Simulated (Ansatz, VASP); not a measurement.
# Two plane-wave programs on Nb

```
Nb
1.0
    -1.69666    1.69666    1.69666
     1.69666   -1.69666    1.69666
     1.69666    1.69666   -1.69666
Nb
1
Direct
  0.00000 0.00000 0.00000
```

Alike in both runs: task single point; functional BLYP; k mesh 22 × 22 × 22; occupations fermi-dirac, width 0.05 eV; collinear spin.

|  | VASP | Ansatz |
| --- | --- | --- |
| version | VASP 6.6.1 | Ansatz 0.2.0 |
| potentials or method | VASP PAW PBE potentials, release 64 (Nb_sv), cutoff 520 eV | plane waves (420 eV) with PAW, scalar-relativistic |
| valence electrons in the cell | 13 | 13 |

```tsv
	VASP	Ansatz	Ansatz less VASP
pressure (GPa)	-5.4	-5.4	+0.03
net moment per atom (μB)	0.00	0.00	0.000
```

VASP's potentials were made for PBE, not for BLYP. With one functional, cell and mesh, what is left measures potentials, basis and numerics. Ansatz's warnings: seeded moment not kept.
